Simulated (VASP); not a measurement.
The system is Mg3Zn2O.

```
CELL_PARAMETERS angstrom
6.06814 0.00000 0.00000
-3.03407 5.25517 0.00000
0.00000 0.00000 6.13328
ATOMIC_POSITIONS crystal
Mg 0.15570 0.31139 0.25000
Mg 0.68861 0.84430 0.25000
Mg 0.15570 0.84430 0.25000
Mg 0.84430 0.68861 0.75000
Mg 0.31139 0.15570 0.75000
Mg 0.84430 0.15570 0.75000
Zn 0.66667 0.33333 0.43826
Zn 0.33333 0.66667 0.56174
Zn 0.33333 0.66667 0.93826
Zn 0.66667 0.33333 0.06174
O 0.00000 0.00000 0.50000
O 0.00000 0.00000 0.00000
```

* Program: VASP 6.6.1
* Task: relaxation of cell and atoms
* Functional: PBE
* Potentials or basis: VASP PAW PBE potentials, release 64 (Mg, Zn, O)
* Cutoff: 600 eV
* k mesh: 6 × 6 × 6
* Occupations: gaussian, width 0.1 eV
* Spin: no spin polarisation

At the start: pressure 0.0 GPa; volume 16.30 Å³/atom.

Task: How do energy, volume and symmetry change on relaxing?

Result: Over 19 steps the energy falls by 4.5 meV/atom and the volume is 16.69 Å³/atom (+2.4 %); space group P6_3/mmc (No. 194, to 0.05 Å).

Step by step:
```csv
step,energy change (eV),largest force (eV/Å),pressure (GPa),volume (Å³)
1,0.0000,0.0226,0.05,195.58
2,-0.0093,0.0659,0.12,195.72
3,-0.0118,0.1142,0.19,195.82
4,-0.0190,0.0979,0.10,196.54
5,-0.0327,0.0899,-0.24,198.69
6,-0.0349,0.2814,-0.76,202.91
7,-0.0384,0.1790,-0.47,200.50
8,-0.0422,0.1597,-0.43,200.63
9,-0.0508,0.0985,-0.29,201.00
10,-0.0436,0.1019,0.06,201.69
11,-0.0525,0.0573,-0.21,201.23
12,-0.0525,0.0609,-0.21,201.21
13,-0.0533,0.0469,-0.12,200.95
14,-0.0538,0.0324,-0.07,200.69
15,-0.0540,0.0132,0.00,200.18
16,-0.0540,0.0127,-0.05,200.35
17,-0.0540,0.0102,-0.03,200.31
18,-0.0540,0.0116,-0.04,200.33
19,-0.0541,0.0053,-0.02,200.32
```

Final structure:
```cif
data_structure
_symmetry_space_group_name_H-M 'P 1'
_symmetry_Int_Tables_number 1
_cell_length_a 6.2711
_cell_length_b 6.2711
_cell_length_c 5.8817
_cell_angle_alpha 90.000
_cell_angle_beta 90.000
_cell_angle_gamma 120.000
_cell_volume 200.32
loop_
_atom_site_label
_atom_site_type_symbol
_atom_site_fract_x
_atom_site_fract_y
_atom_site_fract_z
_atom_site_occupancy
Mg1 Mg 0.15131 0.30262 0.25000 1
Mg2 Mg 0.69738 0.84869 0.25000 1
Mg3 Mg 0.15131 0.84869 0.25000 1
Mg4 Mg 0.84869 0.69738 0.75000 1
Mg5 Mg 0.30262 0.15131 0.75000 1
Mg6 Mg 0.84869 0.15131 0.75000 1
Zn1 Zn 0.66667 0.33333 0.44625 1
Zn2 Zn 0.33333 0.66667 0.55375 1
Zn3 Zn 0.33333 0.66667 0.94625 1
Zn4 Zn 0.66667 0.33333 0.05375 1
O1 O 0.00000 0.00000 0.50000 1
O2 O 0.00000 0.00000 0.00000 1
```
